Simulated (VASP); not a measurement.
# MoS2 in VASP: vibrations by perturbation theory with PBE

Aim: the vibrations by perturbation theory of MoS2 with PBE.

Program: VASP 6.6.1. These are calculated values, not measurements. Logs are shortened: lines on timing, memory, paths and dates and some standing lists are left out, and cuts for length are marked.

### Step 1. The cell of the first run

The cell holds a slab with vacuum, 3 atoms: a = 3.185 Å, b = 3.185 Å, c = 18.949 Å, α = 90.00°, β = 90.00°, γ = 120.00°.

### Step 2. Vibrations by perturbation theory, PBE

INCAR reads:

```
SYSTEM = MoS2
PREC = Accurate
ENCUT = 520
EDIFF = 1E-8
ISMEAR = 0
SIGMA = 0.01
LREAL = .False.
LASPH = .True.
NELM = 60
ALGO = Normal
ISIF = 2
LWAVE = .False.
LCHARG = .False.
GGA = PE
NBANDS = 20
IBRION = 8
NSW = 1
LEPSILON = .True.
```

KPOINTS reads:

```
Automatic mesh
0
Gamma
  12 12 2
  0 0 0
```

POSCAR reads:

```
MoS2
1.0
    3.1846744204      0.0000000000      0.0000000000
   -1.5923372102      2.7580089508      0.0000000000
    0.0000000000      0.0000000000     18.9490220604
Mo S
1 2
Direct
    0.6666666667      0.3333333333      0.0000000000
    0.0000000000      0.0000000000      0.9175317934
    0.0000000000      0.0000000000      0.0824682066
```

Potentials or basis: VASP PAW PBE potentials, release 64 (Mo_sv, S).

Command:

```sh
$ cat potpaw_PBE.64/Mo_sv/POTCAR potpaw_PBE.64/S/POTCAR > POTCAR
$ mpirun -np 1 vasp_std > vasp.out
```

OUTCAR:

```text
SYSTEM = MoS2
   PREC = Accurate
   ENCUT = 520
   EDIFF = 1E-8
   ISMEAR = 0
   LREAL = .False.
   LASPH = .True.
   NELM = 60
   ISIF = 2
   GGA = PE
   IBRION = 8
   NSW = 1
   LEPSILON = .True.

 ion  position               nearest neighbor table
   1  0.667  0.333  0.000-   2 2.41   3 2.41   2 2.41   3 2.41   2 2.41   3 2.41
   2  0.000  0.000  0.918-   1 2.41   1 2.41   1 2.41
   3  0.000  0.000  0.082-   1 2.41   1 2.41   1 2.41

  LATTYP: Found a hexagonal cell.
 ALAT       =     3.1846744204
 C/A-ratio  =     5.9500657081

  Lattice vectors:

 A1 = (   3.1846744204,   0.0000000000,   0.0000000000)
 A2 = (  -1.5923372102,   2.7580089508,   0.0000000000)
 A3 = (   0.0000000000,   0.0000000000,  18.9490220604)

Analysis of symmetry for initial positions (statically):
=====================================================================
 Subroutine PRICEL returns:
 Original cell was already a primitive cell.

 Routine SETGRP: Setting up the symmetry group for a
 hexagonal supercell.

 Subroutine GETGRP returns: Found 12 space group operations
 (whereof 12 operations were pure point group operations)
 out of a pool of 24 trial point group operations.

The static configuration has the point symmetry D_3h.

Analysis of symmetry for dynamics (positions and initial velocities):
=====================================================================
 Subroutine PRICEL returns:
 Original cell was already a primitive cell.

 Routine SETGRP: Setting up the symmetry group for a
 hexagonal supercell.

 Subroutine GETGRP returns: Found 12 space group operations
 (whereof 12 operations were pure point group operations)
 out of a pool of 24 trial point group operations.

The dynamic configuration has the point symmetry D_3h.

 Subroutine INISYM returns: Found 12 space group operations
 (whereof 12 operations are pure point group operations),
 and found     1 'primitive' translations

----------------------------------------------------------------------------------------

                                     Primitive cell

  volume of cell :     166.4361

  direct lattice vectors                    reciprocal lattice vectors
     3.184674420  0.000000000  0.000000000     0.314003841  0.181290202  0.000000000
    -1.592337210  2.758008951  0.000000000     0.000000000  0.362580404  0.000000000
     0.000000000  0.000000000 18.949022060     0.000000000  0.000000000  0.052773172

  length of vectors
     3.184674420  3.184674420 18.949022060     0.362580404  0.362580404  0.052773172

  position of ions in fractional coordinates (direct lattice)
     0.666666667  0.333333333  0.000000000
     0.000000000  0.000000000  0.917531793
     0.000000000  0.000000000  0.082468207

  ion indices of the primitive-cell ions
   primitive index   ion index
                 1           1
                 2           2
                 3           3

----------------------------------------------------------------------------------------

 KPOINTS: Automatic mesh

Automatic generation of k-mesh.
 Grid dimensions read from file:
[... 728 lines left out ...]
    -0.00000 -0.00000 -0.00000           (  0.00000 -0.00000 -0.00000)

 PIEZOELECTRIC TENSOR FIELD DIRECTION 3  (C/m^2)
 -----------------------------------------------------------------------------
    -0.00000  0.00000 -0.00000
    -0.00000 -0.00000  0.00000
    -0.00000 -0.00000 -0.00000

--------------------------------------- Ionic step        4  -------------------------------------------

------------------------ aborting loop because EDIFF is reached ----------------------------------------

[... ionic steps 5 to 5 ...]

--------------------------------------- Ionic step        6  -------------------------------------------

------------------------ aborting loop because EDIFF is reached ----------------------------------------

--------------------------------------- Ionic step        7  -------------------------------------------

------------------------ aborting loop because EDIFF is reached ----------------------------------------

[... ionic steps 8 to 8 ...]

--------------------------------------- Ionic step        9  -------------------------------------------

 Free energy of the ion-electron system (eV)
  ---------------------------------------------------
  ---------------------------------------------------
  free energy    TOTEN  =        -0.15333239 eV

  energy without entropy =       -0.15333239

------------------------ aborting loop because EDIFF is reached ----------------------------------------

 INTERNAL STRAIN TENSOR  FOR ION    2  DIRECTION 3   (eV/Angst):
 -----------------------------------------------------------------------------
     9.72012 -0.00000 -0.00000
    -0.00000  9.72012  0.00000
     0.00000 -0.00000 28.91148

 MACROSCOPIC STATIC DIELECTRIC TENSOR (including local field effects in DFT)
 ------------------------------------------------------
           5.588403     0.000000    -0.000000
          -0.000000     5.588403     0.000000
           0.000000     0.000000     1.367609
 ------------------------------------------------------

 PIEZOELECTRIC TENSOR (including local field effects)  for field in x, y, z        (e  Angst)
          XX          YY          ZZ          XY          YZ          ZX
  --------------------------------------------------------------------------------
  x     0.00000     0.00000     0.00000     1.73919     0.00000     0.00000
  y     1.73919    -1.73919     0.00000     0.00000     0.00000     0.00000
  z     0.00000     0.00000     0.00000     0.00000     0.00000     0.00000

 PIEZOELECTRIC TENSOR (including local field effects)  for field in x, y, z        (C/m^2)
          XX          YY          ZZ          XY          YZ          ZX
  --------------------------------------------------------------------------------
  x     0.00000     0.00000     0.00000     0.16742     0.00000     0.00000
  y     0.16742    -0.16742     0.00000     0.00000     0.00000     0.00000
  z     0.00000     0.00000     0.00000     0.00000     0.00000     0.00000

 BORN EFFECTIVE CHARGES (including local field effects) (in |e|, cummulative output)
 ---------------------------------------------------------------------------------
 ion    1
    1    -0.97023     0.00000     0.00000
    2     0.00000    -0.97023     0.00000
    3     0.00000     0.00000    -0.08836
 ion    2
    1     0.48512     0.00000     0.00000
    2     0.00000     0.48512     0.00000
    3     0.00000     0.00000     0.04418
 ion    3
    1     0.48512     0.00000     0.00000
    2     0.00000     0.48512     0.00000
    3     0.00000     0.00000     0.04418

 INTERNAL STRAIN TENSOR FOR ION    3 for displacements in x,y,z  (eV/Angst):
          X           Y           Z          XY          YZ          ZX
  --------------------------------------------------------------------------------
  x     0.00000     0.00000    -0.00000     2.89472     0.00000   -12.95456
  y     2.89472    -2.89472     0.00000     0.00000   -14.56587     0.00000
  z    -9.72012    -9.72012   -28.91148    -0.00000     0.00000     0.00000

 SECOND DERIVATIVES (NOT SYMMETRIZED)
 ------------------------------------
               1X          1Y          1Z          2X          2Y          2Z          3X          3Y          3Z
  1X   -19.608887   -0.000000    0.000000    9.804444   -0.000000    0.000000    9.804444   -0.000000    0.000000
  1Y     0.000000  -19.608887    0.000000    0.000000    9.804444    0.000000   -0.000000    9.804444    0.000000
  1Z     0.000000   -0.000000  -29.641641   -0.000000    0.000000   14.820820    0.000000   -0.000000   14.820820
  2X     9.826046    0.000000    0.000000   -9.410061    0.000000   -0.000000   -0.415985    0.000000   -0.000000
  2Y     0.000000    9.826046   -0.000000    0.000000   -9.410061    0.000000    0.000000   -0.415985    0.000000
  2Z     0.000000    0.000000   14.817480    0.000000    0.000000  -16.654309    0.000000    0.000000    1.836829
  3X     9.826046    0.000000   -0.000000   -0.415985    0.000000    0.000000   -9.410061    0.000000    0.000000
  3Y     0.000000    9.826046    0.000000   -0.000000   -0.415985    0.000000    0.000000   -9.410061    0.000000
  3Z     0.000000    0.000000   14.817480    0.000000   -0.000000    1.836829    0.000000    0.000000  -16.654309

 Eigenvectors and eigenvalues of the dynamical matrix
 ----------------------------------------------------

   1 f  =   13.727547 THz    86.252724 2PiTHz  457.901690 cm-1    56.772548 meV
             X         Y         Z           dx          dy          dz
      1.592337  0.919336  0.000000    -0.000000    0.000000   -0.633008
      0.000000  0.000000 17.386330     0.000000   -0.000000    0.547403
      0.000000  0.000000  1.562692     0.000000    0.000000    0.547403
[... 43 lines left out ...]
   9 f/i=    0.006024 THz     0.037849 2PiTHz    0.200937 cm-1     0.024913 meV
             X         Y         Z           dx          dy          dz
      1.592337  0.919336  0.000000    -0.709261    0.311178    0.000000
      0.000000  0.000000 17.386330    -0.409592    0.179703    0.000000
      0.000000  0.000000  1.562692    -0.409592    0.179703    0.000000

--------------------------------------------------------------------------------------------------------

 MACROSCOPIC STATIC DIELECTRIC TENSOR IONIC CONTRIBUTION
 ------------------------------------------------------
           0.052155    -0.000000    -0.000000
          -0.000000     0.052155    -0.000000
          -0.000000    -0.000000     0.000286
 ------------------------------------------------------

 ELASTIC MODULI CONTR FROM IONIC RELAXATION (kBar)
 Direction    XX          YY          ZZ          XY          YZ          ZX
 --------------------------------------------------------------------------------
 XX        -113.3633    -83.3812   -292.5980     -0.0000     -0.0000      0.0000
 YY         -83.3812   -113.3633   -292.5980     -0.0000     -0.0000      0.0000
 ZZ        -292.5980   -292.5980   -870.3019     -0.0000     -0.0000      0.0000
 XY          -0.0000     -0.0000     -0.0000    -14.9910      0.0000     -0.0000
 YZ           0.0000     -0.0000     -0.0000      0.0000   -454.1603      0.0000
 ZX           0.0000      0.0000      0.0000     -0.0000      0.0000   -359.2374
 --------------------------------------------------------------------------------

 PIEZOELECTRIC TENSOR IONIC CONTR  for field in x, y, z        (C/m^2)
          XX          YY          ZZ          XY          YZ          ZX
  --------------------------------------------------------------------------------
  x     0.00000     0.00000     0.00000     0.02631    -0.00000     0.00000
  y     0.02631    -0.02631    -0.00000    -0.00000    -0.00000    -0.00000
  z     0.00000     0.00000     0.00000    -0.00000     0.00000     0.00000
```

Run time: 62 min. Hardware: 1 thread of Intel Xeon 8259CL, shared host; peak memory 1.2 GiB.

Results:

* Electronic dielectric tensor (diagonal): 5.59, 5.59, 1.37
* Born charges (mean of the diagonal): Mo -0.68; S +0.34 e
* Highest phonon frequency at Γ, LO-TO splitting left out: 458 cm⁻¹

Phonon frequencies in cm⁻¹ (negative: imaginary):
```tsv
q point	frequencies
(0.000, 0.000, 0.000)	0 0 0 276 276 373 373 396 458
```

Electronic dielectric tensor:
```
5.59 0.00 0.00
0.00 5.59 0.00
0.00 0.00 1.37
```

Born effective charge tensors (e):
atom 1, Mo
```
-0.97  0.00  0.00
 0.00 -0.97  0.00
 0.00  0.00 -0.09
```
atom 2, S
```
0.49 0.00 0.00
0.00 0.49 0.00
0.00 0.00 0.04
```
atom 3, S
```
0.49 0.00 0.00
0.00 0.49 0.00
0.00 0.00 0.04
```

Caveat: there is no dipole correction, which matters where the two faces differ.
